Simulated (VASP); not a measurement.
Wanted: the native input for a VASP 6.6.1 run.

* Task: relaxation of cell and atoms
* Functional: PBEsol
* Potentials or basis: VASP PAW PBE potentials, release 64 (Li_sv)
* Cutoff: 600 eV
* k mesh: 13 × 13 × 13
* Occupations: fermi-dirac, width 0.05 eV
* Spin: no spin polarisation
* Target pressure: 8 GPa
* Dipole correction: no
* Further INCAR settings: ALGO = Normal; EDIFF = 1e-07; IBRION = 2; EDIFFG = -0.005; NSW = 60; ISIF = 3

The structure of Li lies in POSCAR:

```
Li
1.0
    0.0000000000      2.5285182886      2.5285182886
    2.5285182886      0.0000000000      2.5285182886
    2.5285182886      2.5285182886      0.0000000000
Li
2
Direct
   -0.1250000000     -0.1250000000     -0.1250000000
    0.1250000000      0.1250000000      0.1250000000
```

The input as run:

INCAR

```
PREC = Accurate ; ENCUT = 600
EDIFF = 1E-7 ; ISMEAR = -1
SIGMA = 0.05 ; LREAL = False
LASPH = True ; NELM = 80
ALGO = Normal ; ISIF = 3
LWAVE = False ; LCHARG = False
GGA = PS ; IBRION = 2
NSW = 60 ; EDIFFG = -0.005
PSTRESS = 80.0
```

KPOINTS

```
regular mesh
0
Gamma
  13 13 13
```

Potentials or basis: VASP PAW PBE potentials, release 64 (Li_sv).

The run is started by

```sh
$ cat potpaw_PBE.64/Li_sv/POTCAR > POTCAR
$ mpirun -np 1 vasp_std > vasp.out
```

It gave:

| Quantity | Value |
| --- | --- |
| Relaxed volume | 14.17 Å³/atom |
| Relaxed cell | a = 3.422 Å, b = 3.422 Å, c = 3.422 Å, α = 60.00°, β = 60.00°, γ = 60.00° |
| Space group after relaxing (to 0.05 Å) | Fd-3m (No. 227) |
| Energy change on relaxing (the enthalpy is what falls) | +78.3 meV/atom |
| Ionic steps | 4 |
| Pressure after relaxing | 8.0 GPa |
| Band gap on the k mesh | 0.10 eV, direct |

Caveat: the cutoff is under 1.25 times the usual one of these potentials, so pressure, stress and relaxed cells hold a basis-set (Pulay) error; the cell is relaxed towards a set pressure, so the enthalpy falls and the energy may rise; the PAW data sets were made with another functional, which shifts forces and pressure a little.

Run time: 35 s on 1 thread of Intel(R) Xeon(R) 6975P-C (Granite Rapids), on a shared host, peak memory 0.16 GiB.
